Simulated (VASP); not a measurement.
Set up this calculation in VASP 6.6.1, as the native input.

```yaml
Task: single point
Functional: LDA
Potentials_or_basis: VASP PAW LDA potentials, release 64 (In_d, Se)
Cutoff: 520 eV
k_mesh: 8 × 8 × 2
Occupations: fermi-dirac, width 0.05 eV
Spin: no spin polarisation
Dipole_correction: no
Further_INCAR_settings: ALGO = Normal; EDIFF = 1e-06; NBANDS = 48
```

The structure of InSe lies in POSCAR:

```
InSe
1.0
    4.0473293151      0.0000000000      0.0000000000
   -2.0236646576      3.5050900044      0.0000000000
    0.0000000000      0.0000000000     18.0520649100
In Se
4 4
Direct
    0.3333333333      0.6666666667      0.0773904900
    0.3333333333      0.6666666667      0.9226095100
    0.0000000000      0.0000000000      0.4226063200
    0.0000000000      0.0000000000      0.5773936800
    0.3333333333      0.6666666667      0.3529842800
    0.3333333333      0.6666666667      0.6470157200
    0.6666666667      0.3333333333      0.1469999300
    0.6666666667      0.3333333333      0.8530000700
```

One way to write it, as run:

INCAR

```
SYSTEM = InSe
  ALGO = Normal
  EDIFF = 1E-6
  ENCUT = 520
  GGA = CA
  ISIF = 2
  ISMEAR = -1
  LASPH = .True.
  LCHARG = .False.
  LREAL = .False.
  LWAVE = .False.
  NBANDS = 48
  NELM = 100
  PREC = Accurate
  SIGMA = 0.05
```

KPOINTS

```
k-points
0
Gamma
  8 8 2
  0 0 0
```

Potentials or basis: VASP PAW LDA potentials, release 64 (In_d, Se).

The run is started by

```bash
$ cat potpaw_LDA.64/In_d/POTCAR potpaw_LDA.64/Se/POTCAR > POTCAR
$ mpirun -np 1 vasp_std > vasp.out
```

It gave:

```json
{"Pressure": "-2.2 GPa", "Largest force": "0.126 eV/Å", "Band gap on the k mesh": "0.51 eV, direct"}
```

Caveat: spin-orbit coupling is left out, which moves the levels of the heavy elements.

Run time: 12 min on 1 thread of Intel Xeon 8259CL, with other jobs on the host, peak memory 0.39 GiB.
